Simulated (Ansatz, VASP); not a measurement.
## Ge3Te2O in VASP and in Ansatz

Contents of INCAR:

```
  PREC = Accurate
  ENCUT = 520
  EDIFF = 1E-7
  ISMEAR = 0
  SIGMA = 0.1
  LREAL = F
  LASPH = T
  NELM = 60
  ALGO = Normal
  ISIF = 2
  LWAVE = F
  LCHARG = F
  GGA = PE
  NBANDS = 39
```

Contents of KPOINTS:

```
Automatic mesh
0
Gamma
  4 4 2
```

Contents of POSCAR:

```
Ge3Te2O
1.0
    3.9334398400      0.0000000000      0.0000000000
    0.0000000000      3.9334398400      0.0000000000
    0.0000000000      0.0000000000      8.6775432500
Ge Te O
3 2 1
Direct
    0.5000000000      0.0000000000      0.3837740100
    0.0000000000      0.5000000000      0.6162259900
    0.0000000000      0.0000000000      0.0000000000
    0.5000000000      0.0000000000      0.7391930200
    0.0000000000      0.5000000000      0.2608069800
    0.5000000000      0.5000000000      0.0000000000
```

Input for Ansatz:

```yaml
crystal:
  lattice:
    - [3.93343984, 0.0, 0.0]
    - [0.0, 3.93343984, 0.0]
    - [0.0, 0.0, 8.67754325]
  atoms:
    - { symbol: Ge, position: [0.5, 0.0, 0.38377401] }
    - { symbol: Ge, position: [0.0, 0.5, 0.61622599] }
    - { symbol: Ge, position: [0.0, 0.0, 0.0] }
    - { symbol: Te, position: [0.5, 0.0, 0.73919302] }
    - { symbol: Te, position: [0.0, 0.5, 0.26080698] }
    - { symbol: O, position: [0.5, 0.5, 0.0] }
basis:
  ecutwfc: 420
kpoints:
  mp_grid: { grid: [4, 4, 2] }
hamiltonian:
  xc: pbe
scf:
  occupations: { method: gaussian, width: 0.1 }
  lower_state_search: "off"
output:
  forces: true
  stress: true
  eigenvalues: true
```

Change from the starting cell: species swapped into the Zr2Sb3Pd type (P-4m2, No. 115).

Alike in both runs: task single point; functional PBE; k mesh 4 × 4 × 2; occupations gaussian, width 0.1 eV; no spin polarisation.

|  | VASP | Ansatz |
| --- | --- | --- |
| version | VASP 6.6.1 | Ansatz 0.2.0 |
| potentials or method | VASP PAW PBE potentials, release 64 (Ge_d, Te, O), cutoff 520 eV | scalar-relativistic, plane waves, PAW |
| valence electrons in the cell | 60 | 80 |

```csv
,VASP,Ansatz,Ansatz less VASP
gap on the k mesh at the Fermi level (eV),none,none,-
pressure (GPa),-1.9,-1.9,+0.04
"traceless stress, the component that is largest in VASP (GPa)",1.80,1.81,+0.012
rms of the force components (eV/Å),0.168,0.170,+0.0018
```

Atom by atom the forces differ by 0.002 eV/Å (rms over components). A gap of «none» marks a metal or a gap that the smearing closes. VASP's potentials hold 60 valence electrons a cell and Ansatz's 80, so a difference there can come from the potentials and not from the codes.

The k mesh is coarse, so the values compare programs but aren't converged. Spin-orbit coupling is off throughout.
